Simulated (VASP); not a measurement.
Wanted: the native input for a VASP 6.6.1 run.

```yaml
Task: single point
Functional: PBE
Potentials_or_basis: VASP PAW PBE potentials, release 64 (Sn_d, O)
Cutoff: 520 eV
k_mesh: 6 × 6 × 8
Occupations: gaussian, width 0.05 eV
Spin: no spin polarisation
Dipole_correction: no
Further_INCAR_settings: ALGO = Normal; EDIFF = 1e-06; NBANDS = 35
```

The structure of SnO2 lies in POSCAR:

```
SnO2
1.0
    4.5369265776      0.0000000000      0.0000000000
    0.0000000000      5.1180696597      0.0000000000
    0.0000000000      0.0000000000      3.2381666599
Sn O
2 4
Direct
    0.5000000000      0.5000000000      0.5000000000
    0.0000000000      0.0000000000      0.0000000000
    0.3064962475      0.3066616298      0.0000000000
    0.8064962475      0.1933383702      0.5000000000
    0.1935037525      0.8066616298      0.5000000000
    0.6935037525      0.6933383702      0.0000000000
```

This cell differs from its parent crystal: strain -0.0600 x Voigt [1, -1, 0, 0, 0, 0].

One way to write it, as run:

INCAR

```
SYSTEM = SnO2
ALGO = Normal
EDIFF = 1E-6
ENCUT = 520
GGA = PE
ISIF = 2
ISMEAR = 0
LASPH = .True.
LCHARG = .False.
LREAL = .False.
LWAVE = .False.
NBANDS = 35
NELM = 100
PREC = Accurate
SIGMA = 0.05
```

KPOINTS

```
k-points
0
Gamma
  6 6 8
  0 0 0
```

Potentials or basis: VASP PAW PBE potentials, release 64 (Sn_d, O).

Command:

```console
$ cat potpaw_PBE.64/Sn_d/POTCAR potpaw_PBE.64/O/POTCAR > POTCAR
$ mpirun -np 1 vasp_std > vasp.out
```

It gave:

```json
{"Pressure": "0.7 GPa", "Largest force": "0.100 eV/Å", "Band gap on the k mesh": "0.62 eV"}
```

Caveat: the cell differs from its parent crystal (strain -0.0600 x Voigt [1, -1, 0, 0, 0, 0]); spin-orbit coupling is left out, which moves the levels of the heavy elements.

Run time: 3.8 min on 1 thread of Intel Xeon 8259CL, on a shared host, peak memory 0.28 GiB.
